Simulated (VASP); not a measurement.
# WS2 (R3m) in VASP: notebook

The runs below take WS2 through single point, with PBEsol.

Program: VASP 6.6.1. These are calculated values, not measurements. Logs are shortened: lines on timing, memory, paths and dates and some standing lists are left out, and cuts for length are marked.

## (1) The cell of the first run

Symmetry: R3m, No. 160, trigonal system. The conventional cell has a = 3.143 Å, b = 3.143 Å, c = 19.146 Å, α = 90.00°, β = 90.00°, γ = 120.00°. Within 3.2 Å of W (site symmetry 3m) lie 6 S at 2.40 Å and 6 W at 3.14 Å. S (site symmetry 3m) has 3 W at 2.40 Å and 7 S at 3.14 Å within 3.2 Å. S (site symmetry 3m) has 3 W at 2.40 Å and 7 S at 3.14 Å within 3.2 Å.

## (2) Single point, PBEsol

INCAR reads:

```
PREC = Accurate
ENCUT = 500
EDIFF = 1E-6
ISMEAR = 0
SIGMA = 0.02
LREAL = F
LASPH = T
NELM = 120
ALGO = Normal
ISIF = 2
LWAVE = F
LCHARG = F
GGA = PS
NBANDS = 20
GGA_COMPAT = F
```

KPOINTS reads:

```
Automatic mesh
0
Gamma
  9 9 4
```

POSCAR reads:

```
WS2
1.0
    3.1431208283     -0.0000000001     -0.0000351519
   -1.5715604142      2.7220224846      0.0000000000
    1.5714890462      0.9072996238      6.3820491024
W S
1 2
Direct
    0.0013439122      0.0006719561     -0.0020146338
    0.5042119214      0.2521059607      0.2437036608
    0.8318441664      0.4159220832      0.7522109730
```

Potentials or basis: VASP PAW PBE potentials, release 64 (W_sv, S).

Run with:

```
$ cat potpaw_PBE.64/W_sv/POTCAR potpaw_PBE.64/S/POTCAR > POTCAR
$ mpirun -np 1 vasp_std > vasp.out
```

OUTCAR:

```text
PREC = Accurate
   ENCUT = 500
   EDIFF = 1E-6
   ISMEAR = 0
   LREAL = F
   LASPH = T
   NELM = 120
   ISIF = 2
   GGA = PS

 ion  position               nearest neighbor table
   1  0.001  0.001  0.998-   2 2.40   2 2.40   2 2.40   3 2.40   3 2.40   3 2.40
   2  0.504  0.252  0.244-   1 2.40   1 2.40   1 2.40
   3  0.832  0.416  0.752-   1 2.40   1 2.40   1 2.40

  LATTYP: Found a base centered monoclinic cell.
 ALAT       =     5.4440449693
 B/A-ratio  =     0.5773502692
 C/A-ratio  =     1.2187642249
 COS(beta)  =    -0.2734762394

  Lattice vectors:

 A1 = (  -3.1431208283,   0.0000000001,   0.0000351519)
 A2 = (  -1.5715604141,  -2.7220224845,   0.0000351519)
 A3 = (   1.5714890462,   0.9072996238,   6.3820491024)

Analysis of symmetry for initial positions (statically):
=====================================================================
 Subroutine PRICEL returns:
 Original cell was already a primitive cell.

 Routine SETGRP: Setting up the symmetry group for a
 base centered monoclinic supercell.

 Subroutine GETGRP returns: Found  2 space group operations
 (whereof  2 operations were pure point group operations)
 out of a pool of  4 trial point group operations.

The static configuration has the point symmetry C_1h.

Analysis of symmetry for dynamics (positions and initial velocities):
=====================================================================
 Subroutine PRICEL returns:
 Original cell was already a primitive cell.

 Routine SETGRP: Setting up the symmetry group for a
 base centered monoclinic supercell.

 Subroutine GETGRP returns: Found  2 space group operations
 (whereof  2 operations were pure point group operations)
 out of a pool of  4 trial point group operations.

The dynamic configuration has the point symmetry C_1h.

 Subroutine INISYM returns: Found  2 space group operations
 (whereof  2 operations are pure point group operations),
 and found     1 'primitive' translations

----------------------------------------------------------------------------------------

                                     Primitive cell

  volume of cell :      54.6028

  direct lattice vectors                    reciprocal lattice vectors
     3.143120828 -0.000000000 -0.000035152     0.318153957  0.183686273 -0.104454531
    -1.571560414  2.722022485  0.000000000    -0.000000584  0.367373557 -0.052227265
     1.571489046  0.907299624  6.382049102     0.000001752  0.000001012  0.156688912

  length of vectors
     3.143120828  3.143120828  6.635007248     0.381933680  0.371067403  0.156688912

  position of ions in fractional coordinates (direct lattice)
     0.001343912  0.000671956  0.997985366
     0.504211921  0.252105961  0.243703661
     0.831844166  0.415922083  0.752210973

  ion indices of the primitive-cell ions
   primitive index   ion index
                 1           1
                 2           2
                 3           3

----------------------------------------------------------------------------------------

 KPOINTS: Automatic mesh

Automatic generation of k-mesh.
 Grid dimensions read from file:
 generate k-points for:    9    9    4

 Generating k-lattice:

  Cartesian coordinates                     Fractional coordinates (reciprocal lattice)
     0.035350440  0.020409586 -0.011606059     0.111111111 -0.000000000  0.000000000
    -0.000000065  0.040819284 -0.005803029     0.000000000  0.111111111  0.000000000
     0.000000438  0.000000253  0.039172228     0.000000000  0.000000000  0.250000000

  Length of vectors
     0.042437076  0.041229711  0.039172228

  Shift w.r.t. Gamma in fractional coordinates (k-lattice)
     0.000000000  0.000000000  0.000000000

 -----------------------------------------------------------------------------
|                                                                             |
|           W    W    AA    RRRRR   N    N  II  N    N   GGGG   !!!           |
|           W    W   A  A   R    R  NN   N  II  NN   N  G    G  !!!           |
|           W    W  A    A  R    R  N N  N  II  N N  N  G       !!!           |
|           W WW W  AAAAAA  RRRRR   N  N N  II  N  N N  G  GGG   !            |
|           WW  WW  A    A  R   R   N   NN  II  N   NN  G    G                |
|           W    W  A    A  R    R  N    N  II  N    N   GGGG   !!!           |
|                                                                             |
|     Your reciprocal lattice and k-lattice belong to different lattice       |
|     classes:                                                                |
|                                                                             |
|        The reciprocal lattice is rhombohedral (trigonal),                   |
|        whereas your k-lattice is base-centered monoclinic.                  |
|                                                                             |
|     Results are often still useful ...                                      |
|                                                                             |
 -----------------------------------------------------------------------------

 WARNING: IBZKPT: internal override: KBLOWUP is changed to .FALSE.
      ... skipping the blow-up phase ...

 Subroutine IBZKPT returns following result:
 ===========================================

 Found     95 irreducible k-points:

 Following reciprocal coordinates:
            Coordinates               Weight
  0.000000  0.000000  0.000000      1.000000
  0.111111  0.000000  0.000000      2.000000
  0.222222  0.000000  0.000000      2.000000
  0.333333  0.000000  0.000000      2.000000
  0.444444  0.000000  0.000000      2.000000
 -0.000000  0.111111  0.000000      4.000000
[... 16 lines left out ...]
  0.222222  0.444444  0.000000      4.000000
 -0.333333  0.444444 -0.000000      4.000000
 [... further k-points ...]
   k-points           NKPTS =     95   k-points in BZ     NKDIM =     95   number of bands    NBANDS=     20
   number of dos      NEDOS =    301   number of ions     NIONS =      3
   total plane-waves  NPLWV =  27648
   dimension x,y,z NGX =    24 NGY =   24 NGZ =   48
   dimension x,y,z NGXF=    48 NGYF=   48 NGZF=   96
   ions per type =               1   2
   NGX,Y,Z   is equivalent  to a cutoff of  12.69, 12.69, 12.03 a.u.
   NGXF,Y,Z  is equivalent  to a cutoff of  25.39, 25.39, 24.05 a.u.
 SYSTEM =  unknown system
   PREC   = accura    normal or accurate (medium, high low for compatibility)
   ISTART =      0    job   : 0-new  1-cont  2-samecut
   ICHARG =      2    charge: 1-file 2-atom 10-const
   ISPIN  =      1    spin polarized calculation?
   LNONCOLLINEAR =      F non collinear calculations
   LSORBIT =      F    spin-orbit coupling
   LASPH  =      T    aspherical Exc in radial PAW
   ENCUT  =  500.0 eV  36.75 Ry    6.06 a.u.   5.73  5.73 12.10*2*pi/ulx,y,z
   NELM   =    120;   NELMIN=  2; NELMDL= -5     # of ELM steps
   EDIFF  = 0.1E-05   stopping-criterion for ELM
   LREAL  =      F    real-space projection
   EDIFFG = 0.1E-04   stopping-criterion for IOM
   NSW    =      0    number of steps for IOM
   IBRION =     -1    ionic relax: 0-MD 1-quasi-New 2-CG
   NFREE  =      0    steps in history (QN), initial steepest desc. (CG)
   ISIF   =      2    stress and relaxation
   ISYM   =      2    0-nonsym 1-usesym 2-fastsym
   POTIM  = 0.5000    time-step for ionic-motion
   TEBEG  =    0.0;   TEEND  =   0.0 temperature during run
   PSTRESS=    0.0 pullay stress
   NELECT =      26.0000    total number of electrons
   NUPDOWN=      -1.0000    fix difference up-down
   EMIN   =  10.00;   EMAX   =-10.00  energy-range for DOS
   EFERMI =   0.00;   METHOD = LEGACY
   ISMEAR =     0;   SIGMA  =   0.02  broadening in eV -4-tet -1-fermi 0-gaus
   EFERMI_NEDOS =   21; number of points for ismear=-14 and -15
   IALGO  =     38    algorithm
   IMIX   =      4    mixing-type and parameters
     AMIX     =   0.40;   BMIX     =  1.00
     AMIX_MAG =   1.60;   BMIX_MAG =  1.00
  volume/ion in A,a.u.               =      18.20       122.83
  Fermi-wavevector in a.u.,A,eV,Ry     =   1.278383  2.415794 22.235512  1.634264
  Thomas-Fermi vector in A             =   2.410929
   LORBIT       =      0    0 simple, 1 ext, 2 COOP (PROOUT), +10 PAW based schemes
   GGA     = PS    functional components
   LHFCALC =     F    Hartree Fock is set to
   AEXX    =    0.0000 exact exchange contribution
   IVDW    =     0    specifies the selected vdW correction
   LEPSILON=     F    determine dielectric tensor
   LRPA    =     F    only Hartree local field effects (RPA)
 non-spin polarized calculation
 Gauss-broadening in eV      SIGMA  =   0.02
  energy-cutoff  :      500.00
  volume of cell :       54.60
 maximum number of plane-waves:      1400
   NGX = 11   NGY = 11   NGZ = 25

 number of electron      25.9999998 magnetization

 Free energy of the ion-electron system (eV)
  ---------------------------------------------------
  ext. energy  EPLUGINS =         0.00000000
  ---------------------------------------------------
  free energy    TOTEN  =       -25.27283287 eV

  energy without entropy =      -25.27283287  energy(sigma->0) =      -25.27283287

 E-fermi :   6.9860     XC(G=0): -10.9106

 val. band max:        6.9069692757   @ k =   0.0000   0.0000   0.5000
 cond. band min:       8.1878763106   @ k =  -0.2222   0.3333  -0.0000
 fundamental gap:      1.2809070349
 Fermi energy:         6.9860028844

 k-point     1 :       0.0000    0.0000    0.0000
  band No.  band energies     occupation
      1     -67.4912      2.00000
      2     -31.7732      2.00000
      3     -31.5736      2.00000
      4     -31.5736      2.00000
      5      -8.5747      2.00000
      6      -6.6683      2.00000
[... 12 lines left out ...]
     19      14.9027      0.00000
     20      15.0192      0.00000

 k-point     2 :       0.1111    0.0000    0.0000
  band No.  band energies     occupation
      1     -67.4888      2.00000
      2     -31.7649      2.00000
      3     -31.6196      2.00000
      4     -31.5843      2.00000
      5      -8.3538      2.00000
      6      -6.6109      2.00000
[... 498 lines left out ...]
 k-point    24 :      -0.3333    0.4444   -0.0000
  band No.  band energies     occupation
      1     -67.4726      2.00000
      2     -31.9042      2.00000
      3     -31.7074      2.00000
      4     -31.6789      2.00000
      5      -6.5254      2.00000
      6      -6.0216      2.00000
[... 12 lines left out ...]
     19      14.3180      0.00000
     20      15.0064      0.00000

 [... further k-points ...]

------------------------ aborting loop because EDIFF is reached ----------------------------------------

  FORCE on cell =-STRESS in cart. coord.  units (eV):
  Direction    XX          YY          ZZ          XY          YZ          ZX
  --------------------------------------------------------------------------------------
  -------------------------------------------------------------------------------------
  Total        0.1648733      0.1648119      0.0401355      0.0000532     -0.0000433     -0.0000750
  in kB        4.8377824      4.8359809      1.1776741      0.0015602     -0.0012709     -0.0022018
  external PRESSURE =       3.6171458 kB  Pullay stress =       0.0000000 kB

 VOLUME and BASIS-vectors are now :
 -----------------------------------------------------------------------------
  energy-cutoff  :      500.00
  volume of cell :       54.60
      direct lattice vectors                 reciprocal lattice vectors
     3.143120828 -0.000000000 -0.000035152     0.318153957  0.183686273 -0.104454531
    -1.571560414  2.722022485  0.000000000    -0.000000584  0.367373557 -0.052227265
     1.571489046  0.907299624  6.382049102     0.000001752  0.000001012  0.156688912

 POSITION                                       TOTAL-FORCE (eV/Angst)
 -----------------------------------------------------------------------------------
      1.57149      0.90730      6.36919         0.000003      0.000002     -0.000243
      1.57158      0.90735      1.55531         0.000021      0.000012      0.021060
      3.14303      1.81463      4.80062        -0.000024     -0.000014     -0.020818
 -----------------------------------------------------------------------------------
    total drift:                               -0.000007     -0.000004     -0.000199

  FREE ENERGIE OF THE ION-ELECTRON SYSTEM (eV)
  ---------------------------------------------------
  free  energy   TOTEN  =       -25.2728328689 eV

  energy  without entropy=      -25.2728328689  energy(sigma->0) =      -25.27283287
```

Wall time 88 s (1 thread of Intel Xeon 8259CL, shared host); peak memory 0.23 GiB.

What came out:

- Free energy: -25.2728 eV
- Pressure: 0.4 GPa
- Largest force: 0.021 eV/Å
- Band gap on the k mesh: 1.28 eV, indirect (least direct gap 1.96 eV)

Forces on the atoms (eV/Å):
```
W    0.000  0.000  0.000
S    0.000  0.000  0.021
S    0.000  0.000 -0.021
```

Caveat: the PAW data sets were made with another functional, which shifts forces and pressure a little; spin-orbit coupling is left out, which moves the levels of the heavy elements; this functional lacks dispersion, which binds the layers, so the pressure and a relaxed spacing across them are unreliable.

## (3) Single point, PBEsol

INCAR reads:

```
PREC = Accurate ; ENCUT = 500
EDIFF = 1E-6 ; ISMEAR = 0
SIGMA = 0.02 ; LREAL = F
LASPH = T ; NELM = 120
ALGO = Normal ; ISIF = 2
LWAVE = F ; LCHARG = F
GGA = PS ; NBANDS = 20
ISYM = 0 ; GGA_COMPAT = F
```

KPOINTS reads:

```
regular mesh
0
Gamma
  9 9 4
```

POSCAR is that of step 2.

Potentials or basis: VASP PAW PBE potentials, release 64 (W_sv, S).

Run with:

```
$ cat potpaw_PBE.64/W_sv/POTCAR potpaw_PBE.64/S/POTCAR > POTCAR
$ mpirun -np 1 vasp_std > vasp.out
```

OUTCAR:

```text
PREC = Accurate
   ENCUT = 500
   EDIFF = 1E-6
   ISMEAR = 0
   LREAL = F
   LASPH = T
   NELM = 120
   ISIF = 2
   GGA = PS
   ISYM = 0

 ion  position               nearest neighbor table
   1  0.001  0.001  0.998-   2 2.40   2 2.40   2 2.40   3 2.40   3 2.40   3 2.40
   2  0.504  0.252  0.244-   1 2.40   1 2.40   1 2.40
   3  0.832  0.416  0.752-   1 2.40   1 2.40   1 2.40

IMPORTANT INFORMATION: All symmetrisations will be switched off!
NOSYMM: (Re-)initialisation of all symmetry stuff for point group C_1.
[... 729 lines left out ...]

  FORCE on cell =-STRESS in cart. coord.  units (eV):
  Direction    XX          YY          ZZ          XY          YZ          ZX
  --------------------------------------------------------------------------------------
  -------------------------------------------------------------------------------------
  Total        0.1649220      0.1648640      0.0401911      0.0000529     -0.0000426     -0.0000740
  in kB        4.8392135      4.8375094      1.1793048      0.0015515     -0.0012500     -0.0021726
  external PRESSURE =       3.6186759 kB  Pullay stress =       0.0000000 kB

 VOLUME and BASIS-vectors are now :
 -----------------------------------------------------------------------------
  energy-cutoff  :      500.00
  volume of cell :       54.60
      direct lattice vectors                 reciprocal lattice vectors
     3.143120828 -0.000000000 -0.000035152     0.318153957  0.183686273 -0.104454531
    -1.571560414  2.722022485  0.000000000    -0.000000584  0.367373557 -0.052227265
     1.571489046  0.907299624  6.382049102     0.000001752  0.000001012  0.156688912

 POSITION                                       TOTAL-FORCE (eV/Angst)
 -----------------------------------------------------------------------------------
      1.57149      0.90730      6.36919         0.000002      0.000001     -0.000245
      1.57158      0.90735      1.55531         0.000022      0.000013      0.021065
      3.14303      1.81463      4.80062        -0.000024     -0.000014     -0.020820
 -----------------------------------------------------------------------------------
    total drift:                               -0.000008     -0.000005     -0.000195

  FREE ENERGIE OF THE ION-ELECTRON SYSTEM (eV)
  ---------------------------------------------------
  free  energy   TOTEN  =       -25.2728328602 eV

  energy  without entropy=      -25.2728328602  energy(sigma->0) =      -25.27283286
```

OSZICAR:

```text
N       E                     dE             d eps       ncg     rms          rms(c)
DAV:   1     0.195106371899E+03    0.19511E+03   -0.12716E+04  6520   0.125E+03
DAV:   2    -0.163288916550E+02   -0.21144E+03   -0.20445E+03  7572   0.338E+02
DAV:   3    -0.264052774381E+02   -0.10076E+02   -0.99739E+01  8248   0.696E+01
DAV:   4    -0.265510989034E+02   -0.14582E+00   -0.14572E+00  7856   0.910E+00
DAV:   5    -0.265536991667E+02   -0.26003E-02   -0.26001E-02  8268   0.127E+00    0.281E+01
DAV:   6    -0.254619728147E+02    0.10917E+01   -0.52781E+00  7352   0.159E+01    0.114E+01
DAV:   7    -0.253261843563E+02    0.13579E+00   -0.12637E+00  6852   0.628E+00    0.538E+00
DAV:   8    -0.252745254129E+02    0.51659E-01   -0.26261E-01  7584   0.341E+00    0.120E+00
DAV:   9    -0.252731682962E+02    0.13571E-02   -0.12171E-02  8224   0.741E-01    0.546E-01
DAV:  10    -0.252728644231E+02    0.30387E-03   -0.44770E-03  7728   0.469E-01    0.536E-02
DAV:  11    -0.252728172310E+02    0.47192E-04   -0.52835E-04  7392   0.156E-01    0.587E-02
DAV:  12    -0.252728321065E+02   -0.14875E-04   -0.85634E-05  7456   0.719E-02    0.205E-02
DAV:  13    -0.252728327447E+02   -0.63823E-06   -0.13980E-05  7716   0.272E-02    0.526E-03
DAV:  14    -0.252728328602E+02   -0.11551E-06   -0.11883E-06  4944   0.718E-03
   1 F= -.25272833E+02 E0= -.25272833E+02  d E =-.577776E-11
```

Run time: 3.3 min. Hardware: 1 thread of Intel Xeon 8259CL, shared host; peak memory 0.28 GiB.

What came out:

```yaml
Free_energy: -25.2728 eV
Pressure: 0.4 GPa
Largest_force: 0.021 eV/Å
Band_gap_on_the_k_mesh: 1.28 eV, indirect (least direct gap 1.96 eV)
```

Forces on the atoms (eV/Å):
```
W    0.000  0.000  0.000
S    0.000  0.000  0.021
S    0.000  0.000 -0.021
```

Levels at points of the mesh, in eV from the valence-band top:
| k point | band 10 | band 11 | band 12 | band 13 | band 14 | band 15 | band 16 | band 17 |
| --- | --- | --- | --- | --- | --- | --- | --- | --- |
| (0.00, 0.00, 0.00) | -2.07 | -2.07 | -1.68 | -1.12 | 2.46 | 2.46 | 2.71 | 2.71 |
| (0.00, 0.00, 0.50) | -3.35 | -2.05 | -2.05 | 0.00 | 2.52 | 2.52 | 2.62 | 2.62 |

Caveat: the PAW data sets were made with another functional, which shifts forces and pressure a little; spin-orbit coupling is left out, which moves the levels of the heavy elements; this functional lacks dispersion, which binds the layers, so the pressure and a relaxed spacing across them are unreliable.

(Continued in part 2 of 2.)
